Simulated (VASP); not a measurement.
Write the native input for VASP 6.6.1 that does the following.

- Task: single point
- Functional: LDA
- Potentials or basis: VASP PAW LDA potentials, release 64 (K_sv, F)
- Cutoff: 520 eV
- k mesh: 8 × 8 × 8
- Occupations: gaussian, width 0.05 eV
- Spin: no spin polarisation
- Dipole correction: no
- Further INCAR settings: ALGO = Normal; EDIFF = 1e-07; NBANDS = 15

The structure of KF lies in POSCAR:

```
KF
1.0
    0.0000000000      2.5817196783      2.6785341662
    2.5365395839      0.0000000000      2.6785341662
    2.5365395839      2.5817196783      0.0000000000
K F
1 1
Direct
    0.0000000000      0.0000000000      0.0000000000
    0.5000000000      0.5000000000      0.5000000000
```

This cell differs from its parent crystal: normal strain along x -0.0175, normal strain along z +0.0375.

The input as run:

INCAR

```
ALGO = Normal
EDIFF = 1E-7
ENCUT = 520
GGA = CA
ISIF = 2
ISMEAR = 0
LASPH = True
LCHARG = False
LREAL = False
LWAVE = False
NBANDS = 15
NELM = 60
PREC = Accurate
SIGMA = 0.05
```

KPOINTS

```
k-points
0
Gamma
  8 8 8
```

Potentials or basis: VASP PAW LDA potentials, release 64 (K_sv, F).

Run with:

```bash
$ cat potpaw_LDA.64/K_sv/POTCAR potpaw_LDA.64/F/POTCAR > POTCAR
$ mpirun -np 1 vasp_std > vasp.out
```

Results of the run:

```yaml
Pressure: -0.4 GPa
Band_gap_on_the_k_mesh: 6.16 eV, direct
```

Caveat: the cell differs from its parent crystal (normal strain along x -0.0175, normal strain along z +0.0375).

Run time: 22 s on 1 thread of Intel(R) Xeon(R) 6975P-C (Granite Rapids), with other jobs on the host, peak memory 0.17 GiB.
